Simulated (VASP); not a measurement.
# AlN (I-4m2) in VASP: further runs, part 2 of 2

VASP 6.6.1. The steps go on from the part before.

### 5 Single point, r2SCAN

This run uses another cell than the first one, of the same volume but with other edges.

POSCAR

```
AlN
1.0
    0.0000000000      2.0011066532      2.6014386492
    2.0011066532      0.0000000000      2.6014386492
    2.0011066532      2.0011066532      0.0000000000
Al N
1 1
Direct
    0.0000000000      0.0000000000      0.0000000000
    0.7500000000      0.7500000000      0.7500000000
```

INCAR.step1

```
SYSTEM = AlN
ALGO     = Normal         ! electronic algorithm
EDIFF    = 1E-4           ! SCF threshold, eV
ENCUT    = 520            ! plane-wave cutoff, eV
GGA      = PE             ! functional
ISMEAR   = 0              ! smearing method
LASPH    = .True.         ! aspherical terms in the spheres
LCHARG   = .False.        ! write CHGCAR
LREAL    = .False.        ! projectors in reciprocal space
LWAVE    = .True.         ! write WAVECAR
NBANDS   = 11             ! bands
NELM     = 60             ! most SCF steps
PREC     = Accurate       ! precision mode
SIGMA    = 0.05           ! smearing width, eV
```

INCAR.step2

```
SYSTEM = AlN
ALGO     = Normal         ! electronic algorithm
EDIFF    = 1E-6           ! SCF threshold, eV
ENCUT    = 520            ! plane-wave cutoff, eV
ISIF     = 2              ! what is computed and relaxed
ISMEAR   = 0              ! smearing method
ISTART   = 1            
LASPH    = .True.         ! aspherical terms in the spheres
LCHARG   = .True.         ! write CHGCAR
LELF     = .True.         ! ELF
LMIXTAU  = .True.       
LREAL    = .False.        ! projectors in reciprocal space
LVHAR    = .True.       
LWAVE    = .False.        ! write WAVECAR
METAGGA  = R2SCAN         ! meta-GGA
NBANDS   = 11             ! bands
NELM     = 60             ! most SCF steps
PREC     = Accurate       ! precision mode
SIGMA    = 0.05           ! smearing width, eV
```

KPOINTS

```
k-points
0
Gamma
  10 10 10
  0 0 0
```

Potentials or basis: VASP PAW PBE potentials, release 64 (Al, N).

On the command line:

```sh
> cat potpaw_PBE.64/Al/POTCAR potpaw_PBE.64/N/POTCAR > POTCAR
> cp INCAR.step1 INCAR
> mpirun -np 1 vasp_std > vasp.out
> cp INCAR.step2 INCAR
> mpirun -np 1 vasp_std > vasp.out
```

OUTCAR:

```text
SYSTEM = AlN
   EDIFF = 1E-6
   ENCUT = 520
   ISIF = 2
   ISMEAR = 0
   ISTART = 1
   LASPH = .True.
   LREAL = .False.
   METAGGA = R2SCAN
   NELM = 60
   PREC = Accurate

 ion  position               nearest neighbor table
   1  0.000  0.000  0.000-   2 1.92   2 1.92   2 1.92   2 1.92
   2  0.750  0.750  0.750-   1 1.92   1 1.92   1 1.92   1 1.92

  LATTYP: Found a body centered tetragonal cell.
 ALAT       =     2.8299921687
 C/A-ratio  =     1.8384776311

  Lattice vectors:

 A1 = (  -2.0011066532,   0.0000000000,   2.6014386492)
 A2 = (   2.0011066532,   0.0000000000,   2.6014386492)
 A3 = (   0.0000000000,   2.0011066532,  -2.6014386492)

Analysis of symmetry for initial positions (statically):
=====================================================================
 Subroutine PRICEL returns:
 Original cell was already a primitive cell.

 Routine SETGRP: Setting up the symmetry group for a
 body centered tetragonal supercell.

 Subroutine GETGRP returns: Found  8 space group operations
 (whereof  8 operations were pure point group operations)
 out of a pool of 16 trial point group operations.

The static configuration has the point symmetry D_2d.

[... 163 lines left out ...]
 cond. band min:       9.6832680855   @ k =   0.5000   0.0000   0.5000
 fundamental gap:      2.7682998837
 Fermi energy:         7.2257407009

 k-point     1 :       0.0000    0.0000    0.0000
  band No.  band energies     occupation
      1      -9.8659      2.00000
      2       4.8051      2.00000
      3       6.6471      2.00000
      4       6.6471      2.00000
      5      10.0171      0.00000
      6      18.7390      0.00000
      7      19.4060      0.00000
      8      19.5006      0.00000
      9      19.5006      0.00000
     10      22.2782      0.00000
     11      29.0269      0.00000
[... 309 lines left out ...]
 k-point    24 :       0.4000    0.3000    0.0000
  band No.  band energies     occupation
      1      -8.3750      2.00000
      2       0.3195      2.00000
      3       5.2435      2.00000
      4       5.9742      2.00000
      5      12.4126      0.00000
      6      15.8021      0.00000
      7      18.9173      0.00000
      8      22.6399      0.00000
      9      22.7503      0.00000
     10      29.2527      0.00000
     11      30.0222      0.00000

 [... further k-points ...]
[... 5 lines left out ...]
  --------------------------------------------------------------------------------------
  -------------------------------------------------------------------------------------
  Total        2.7954759      2.7954759     -7.0366925      0.0000000      0.0000000     -0.0000000
  in kB      214.9721883    214.9721883   -541.1218879      0.0000000      0.0000000     -0.0000000
  external PRESSURE =     -37.0591704 kB  Pullay stress =       0.0000000 kB

 VOLUME and BASIS-vectors are now :
 -----------------------------------------------------------------------------
  energy-cutoff  :      520.00
  volume of cell :       20.83
      direct lattice vectors                 reciprocal lattice vectors
     0.000000000  2.001106653  2.601438649    -0.249861745  0.249861745  0.192201342
     2.001106653  0.000000000  2.601438649     0.249861745 -0.249861745  0.192201342
     2.001106653  2.001106653  0.000000000     0.249861745  0.249861745 -0.192201342

 POSITION                                       TOTAL-FORCE (eV/Angst)
 -----------------------------------------------------------------------------------
      0.00000      0.00000      0.00000         0.000000      0.000000      0.000000
      3.00166      3.00166      3.90216        -0.000000     -0.000000      0.000000
 -----------------------------------------------------------------------------------
    total drift:                                0.000002      0.000002      0.000002

  FREE ENERGIE OF THE ION-ELECTRON SYSTEM (eV)
  ---------------------------------------------------
  free  energy   TOTEN  =       -18.4652872273 eV

  energy  without entropy=      -18.4652872273  energy(sigma->0) =      -18.46528723
```

OUTCAR.step1:

```text
SYSTEM = AlN
   EDIFF = 1E-4
   ENCUT = 520
   GGA = PE
   ISMEAR = 0
   LASPH = .True.
   LREAL = .False.
[... 557 lines left out ...]
      0.00000      0.00000      0.00000        -0.000000     -0.000000     -0.000000
      3.00166      3.00166      3.90216         0.000000      0.000000      0.000000
 -----------------------------------------------------------------------------------
    total drift:                                0.000000      0.000000     -0.000000

  FREE ENERGIE OF THE ION-ELECTRON SYSTEM (eV)
  ---------------------------------------------------
  free  energy   TOTEN  =       -14.1871249931 eV

  energy  without entropy=      -14.1871249931  energy(sigma->0) =      -14.18712499
```

OSZICAR.step1:

```text
N       E                     dE             d eps       ncg     rms          rms(c)
DAV:   1     0.113125770729E+02    0.11313E+02   -0.39173E+03  2324   0.612E+02
DAV:   2    -0.156610236628E+02   -0.26974E+02   -0.26001E+02  2693   0.135E+02
DAV:   3    -0.165309619413E+02   -0.86994E+00   -0.86867E+00  2758   0.233E+01
DAV:   4    -0.165354361604E+02   -0.44742E-02   -0.44739E-02  2546   0.179E+00
DAV:   5    -0.165354899460E+02   -0.53786E-04   -0.53785E-04  2745   0.187E-01    0.845E+00
DAV:   6    -0.142016279428E+02    0.23339E+01   -0.11429E+01  2607   0.170E+01    0.276E+00
DAV:   7    -0.141971225165E+02    0.45054E-02   -0.18613E-01  2418   0.346E+00    0.200E+00
DAV:   8    -0.141888983015E+02    0.82242E-02   -0.32791E-02  2508   0.167E+00    0.599E-01
DAV:   9    -0.141870738311E+02    0.18245E-02   -0.54364E-03  2656   0.455E-01    0.218E-01
DAV:  10    -0.141871249931E+02   -0.51162E-04   -0.50296E-04  2493   0.152E-01
   1 F= -.14187125E+02 E0= -.14187125E+02  d E =-.173534E-22
```

Wall time 56 s (1 thread of AMD EPYC 9R45 (Zen 5), shared host); peak memory 0.12 GiB.

What came out:

```
Free energy            : -18.4653 eV
Pressure               : -3.7 GPa
Band gap on the k mesh : 2.77 eV, indirect (least direct gap 3.37 eV)
```

Stress tensor (GPa, compression positive):
```
 21.50   0.00   0.00
  0.00  21.50   0.00
  0.00   0.00 -54.11
```

Caveat: the PAW data sets were made with another functional, which shifts forces and pressure a little.

### 6 Summary

```csv
cell,gap on the mesh (eV),pressure (GPa)
"a = 3.026, b = 3.026, c = 3.261 Å, angles 57.4, 57.4, 65.2°, 2 atoms",3.34,-2.5
"a = 3.210, b = 3.210, c = 2.907 Å, angles 63.1, 63.1, 53.8°, 2 atoms",3.23,-2.2
"a = 3.009, b = 3.009, c = 3.355 Å, angles 56.1, 56.1, 67.8°, 2 atoms",3.34,-5.7
"a = 3.282, b = 3.282, c = 2.830 Å, angles 64.5, 64.5, 51.1°, 2 atoms",2.77,-3.7
```

Alike in all rows: task single point; level r2SCAN; potentials or basis VASP PAW PBE potentials, release 64 (Al, N); no spin polarisation; k mesh 10 × 10 × 10; cutoff (eV) 520; smearing gaussian 0.05 eV.

Caveats: the PAW data sets were made with another functional, which shifts forces and pressure a little.

Total energies depend on the potentials used, so only differences within one code and one set of settings carry meaning.
